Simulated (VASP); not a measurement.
**NiSb: relaxation of cell and atoms with PBE+D3(BJ)**

The system is NiSb.

```xyz
4
Lattice="3.9757 0.0000 0.0000 -1.9878 3.4430 0.0000 0.0000 0.0000 5.1568" Properties=species:S:1:pos:R:3 pbc="T T T"
Ni    0.0000    0.0000    0.0000
Ni    0.0000    0.0000    2.5784
Sb    0.0000    2.2953    1.2892
Sb    1.9878    1.1477    3.8676
```

```json
{
  "Program": "VASP 6.6.1",
  "Task": "relaxation of cell and atoms",
  "Functional": "PBE",
  "Dispersion": "D3(BJ)",
  "Potentials or basis": "VASP PAW PBE potentials, release 64 (Ni, Sb)",
  "Cutoff": "600 eV",
  "k mesh": "12 × 12 × 8",
  "Occupations": "gaussian, width 0.1 eV",
  "Spin": "no spin polarisation",
  "Dipole correction": "no",
  "Further INCAR settings": "ALGO = Normal; EDIFF = 1e-06; IBRION = 2; EDIFFG = -0.005; NSW = 70; ISIF = 3"
}
```

* Relaxed volume: 16.96 Å³/atom
* Relaxed cell: a = 3.917 Å, b = 3.917 Å, c = 5.104 Å, α = 90.00°, β = 90.00°, γ = 120.00°
* Space group after relaxing (to 0.1 Å): P6_3/mmc (No. 194)
* Energy gained by relaxing: 10.5 meV/atom
* Ionic steps: 16
* Pressure after relaxing: 0.0 GPa
* Band gap on the k mesh: zero (bands 15 and 16 overlap by 3.42 eV)
* Dispersion energy per atom: -0.540 eV

Step by step:
| step | energy change (eV) | largest force (eV/Å) | pressure (GPa) | volume (Å³) |
| --- | --- | --- | --- | --- |
| 1 | 0.0000 | 0.0000 | -4.45 | 70.59 |
| 2 | -0.0156 | 0.0000 | 4.20 | 65.70 |
| 3 | -0.0418 | 0.0000 | 0.04 | 67.76 |
| 4 | -0.0418 | 0.0000 | -0.01 | 67.82 |
| 5 | -0.0419 | 0.0000 | -0.03 | 67.82 |
| 6 | -0.0419 | 0.0000 | -0.06 | 67.82 |
| 7 | -0.0419 | 0.0000 | -0.05 | 67.83 |
| 8 | -0.0419 | 0.0000 | 0.14 | 67.83 |
| 9 | -0.0419 | 0.0000 | -0.12 | 67.90 |
| 10 | -0.0419 | 0.0000 | -0.19 | 67.86 |
| 11 | -0.0419 | 0.0000 | -0.11 | 67.84 |
| 12 | -0.0419 | 0.0000 | -0.13 | 67.83 |
| 13 | -0.0419 | 0.0000 | -0.10 | 67.83 |
| 14 | -0.0419 | 0.0000 | 0.15 | 67.83 |
| 15 | -0.0419 | 0.0000 | -0.18 | 67.83 |
| 16 | -0.0419 | 0.0000 | -0.02 | 67.83 |

Final structure:
```xyz
4
Lattice="3.9174 0.0000 0.0000 -1.9587 3.3926 0.0000 0.0000 0.0000 5.1037" Properties=species:S:1:pos:R:3 pbc="T T T"
Ni    0.0000    0.0000    0.0000
Ni    0.0000    0.0000    2.5518
Sb    0.0000    2.2617    1.2759
Sb    1.9587    1.1309    3.8277
```

Levels at points of the mesh, in eV from the Fermi level:
```
           k point  band 11  band 12  band 13  band 14  band 15  band 16  band 17  band 18  band 19
(0.00, 0.00, 0.00)    -1.38    -1.38    -0.05     0.58     0.58     2.49     2.49     3.13     4.07
(0.50, 0.00, 0.00)    -2.15    -1.91    -1.64    -1.44    -1.36    -0.36     1.13     3.42     4.02
(0.00, 0.00, 0.50)    -2.15    -2.15     0.28     0.28     2.08     2.08     2.08     2.08     5.21
(0.50, 0.00, 0.50)    -1.98    -1.98    -1.86    -1.86     0.17     0.17     1.71     1.71     5.21
```

Wall time 6.4 min on 1 thread of Intel(R) Xeon(R) 6975P-C (Granite Rapids), on a shared host, peak memory 0.33 GiB.

Caveat: spin-orbit coupling is left out, which moves the levels of the heavy elements. Spin polarisation is off, so any magnetic state and its effect on volume and gap are missing.
